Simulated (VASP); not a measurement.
A run of VASP 6.6.1:

File INCAR:

```
PREC = Accurate
ENCUT = 500
EDIFF = 1E-6
ISMEAR = -1
SIGMA = 0.08
LREAL = False
LASPH = True
NELM = 120
ALGO = Normal
ISIF = 2
LWAVE = False
LCHARG = False
GGA = PS
NBANDS = 8
GGA_COMPAT = False
```

The input KPOINTS:

```
regular mesh
0
Gamma
  18 18 18
```

Contents of POSCAR:

```
As
1.0
   -1.5601115730      1.5601115730      1.5601115730
    1.5601115730     -1.5601115730      1.5601115730
    1.5601115730      1.5601115730     -1.5601115730
As
1
Direct
    0.0000000000      0.0000000000      0.0000000000
```

Potentials or basis: VASP PAW PBE potentials, release 64 (As).

Command:

```console
$ cat potpaw_PBE.64/As/POTCAR > POTCAR
$ mpirun -np 1 vasp_std > vasp.out
```

Hardware: 1 thread of AMD EPYC 7R13, on a shared host.

Task: How long does it take, and how much memory?

Result: Wall time 26 s on 1 thread of AMD EPYC 7R13, on a shared host, peak memory 0.11 GiB. Counts: scf iterations 9, k points 195.
